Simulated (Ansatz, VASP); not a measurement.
# Pb: VASP beside Ansatz

The input INCAR:

```
ALGO = Normal
EDIFF = 1E-6
ENCUT = 500
GGA = PE
GGA_COMPAT = False
ISIF = 2
ISMEAR = -1
LASPH = True
LCHARG = False
LREAL = False
LWAVE = False
NBANDS = 13
NELM = 120
PREC = Accurate
SIGMA = 0.05
```

Contents of KPOINTS:

```
k-points
0
Gamma
  14 14 14
```

Contents of POSCAR:

```
Pb
1.0
    0.0000000000      2.2162368752      2.2162368752
    2.2162368752      0.0000000000      2.2162368752
    2.2162368752      2.2162368752      0.0000000000
Pb
1
Direct
    0.0000000000      0.0000000000      0.0000000000
```

Input for Ansatz:

```yaml
crystal:
  lattice:
    - [0.0, 2.2162368752, 2.2162368752]
    - [2.2162368752, 0.0, 2.2162368752]
    - [2.2162368752, 2.2162368752, 0.0]
  atoms:
    - { symbol: Pb, position: [0.0, 0.0, 0.0] }
kpoints:
  mp_grid: { grid: [14, 14, 14] }
scf:
  occupations: { method: fermi_dirac, width: 0.05 }
hamiltonian:
  xc: pbe
  pseudopotentials: { kind: all_electron, lapw: { basis_error: 0.001 } }
output:
  forces: true
  stress: true
  eigenvalues: true
  populations: true
```

Change from the starting cell: volume scaled by 0.68, LAPW.

Alike in both runs: task single point; functional PBE; k mesh 14 × 14 × 14; occupations fermi-dirac, width 0.05 eV; no spin polarisation.

```csv
,VASP,Ansatz
version,VASP 6.6.1,Ansatz 0.2.0
potentials or method,"VASP PAW PBE potentials, release 64 (Pb_d), cutoff 500 eV","all-electron LAPW, scalar-relativistic"
```

```csv
,VASP,Ansatz,Ansatz less VASP
pressure (GPa),39.0,39.1,+0.12
```

Both programs put the cell under a high pressure, so it lies far from rest at this level. Ansatz ran all-electron here, and VASP with PAW potentials.

Neither program's run includes spin-orbit coupling.
